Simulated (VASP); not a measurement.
Here is a VASP 6.6.1 calculation.

The input INCAR:

```
PREC     = Accurate       # precision mode
ENCUT    = 600            # plane-wave cutoff, eV
EDIFF    = 1E-6           # SCF threshold, eV
ISMEAR   = -1             # smearing method
SIGMA    = 0.05           # smearing width, eV
LREAL    = False          # projectors in reciprocal space
LASPH    = True           # aspherical terms in the spheres
NELM     = 100            # most SCF steps
ALGO     = Normal         # electronic algorithm
ISIF     = 3              # what is computed and relaxed
LWAVE    = False          # write WAVECAR
LCHARG   = False          # write CHGCAR
GGA      = PE             # functional
IBRION   = 2              # ionic algorithm
NSW      = 100            # ionic steps
EDIFFG   = -0.005         # ionic threshold
```

KPOINTS

```
Automatic mesh
0
Gamma
  12 12 7
```

Contents of POSCAR:

```
Sb2W
1.0
    4.0134316650      0.0000000000      0.0000000000
   -2.0067158325      3.4757337783      0.0000000000
    0.0000000000      0.0000000000      6.4214906640
W Sb
1 2
Direct
    0.0000000000      0.0000000000      0.0000000000
    0.3333333333      0.6666666667      0.2500000000
    0.6666666667      0.3333333333      0.7500000000
```

Potentials or basis: VASP PAW PBE potentials, release 64 (W_sv, Sb).

Launch:

```console
$ cat potpaw_PBE.64/W_sv/POTCAR potpaw_PBE.64/Sb/POTCAR > POTCAR
$ mpirun -np 1 vasp_std > vasp.out
```

(1) Estimate the relaxed volume.

(2) What does it give for the relaxed cell?

(3) Predict the space group after relaxing (to 0.05 Å).

(4) What does it give for the band gap on the k mesh?

Results:

(1) 23.17 Å³/atom.

(2) a = 3.469 Å, b = 3.469 Å, c = 6.668 Å, α = 90.00°, β = 90.00°, γ = 120.00°.

(3) P-3m1 (No. 164).

(4) zero (band 12 reaches 9.02 eV, above the bottom of band 13 at 8.70 eV).

Caveat: the volume moved by over 15 % at a fixed basis, so the end points are rough; spin-orbit coupling is left out, which moves the levels of the heavy elements.
